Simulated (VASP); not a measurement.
Sn2H6Pt, 9 atoms in the cell. The structure is cubic, space group Fm-3m (No. 225). Conventional cell: a = 7.787 Å, b = 7.787 Å, c = 7.787 Å, α = 90.00°, β = 90.00°, γ = 90.00°. Sn (site symmetry -43m) has 12 H at 2.76 Å and 4 Pt at 3.37 Å within 3.6 Å. H (site symmetry 4mm) has 1 Pt at 1.70 Å within 2.3 Å. Within 2.3 Å of Pt (site symmetry m-3m) lie 6 H at 1.70 Å. 

```yaml
Program: VASP 6.6.1
Task: single point
Functional: PBE
Potentials_or_basis: VASP PAW PBE potentials, release 64 (Sn_d, H, Pt)
Cutoff: 520 eV
k_mesh: 8 × 8 × 8
Occupations: gaussian, width 0.1 eV
Spin: no spin polarisation
Dipole_correction: no
Further_INCAR_settings: ALGO = Normal; EDIFF = 1e-06; NBANDS = 32
```

Potentials or basis: VASP PAW PBE potentials, release 64 (Sn_d, H, Pt).

Command:

```console
$ cat potpaw_PBE.64/Sn_d/POTCAR potpaw_PBE.64/H/POTCAR potpaw_PBE.64/Pt/POTCAR > POTCAR
$ mpirun -np 1 vasp_std > vasp.out
```

Hardware: 1 thread of Intel(R) Xeon(R) Platinum 8375C CPU @ 2.90GHz (Ice Lake), with other jobs on the host.

Question: How long does it take, and how much memory?

Answer: It took 100 s on 1 thread of Intel(R) Xeon(R) Platinum 8375C CPU @ 2.90GHz (Ice Lake) (shared host), peak memory 0.32 GiB. Counts: scf iterations 14, k points 29.
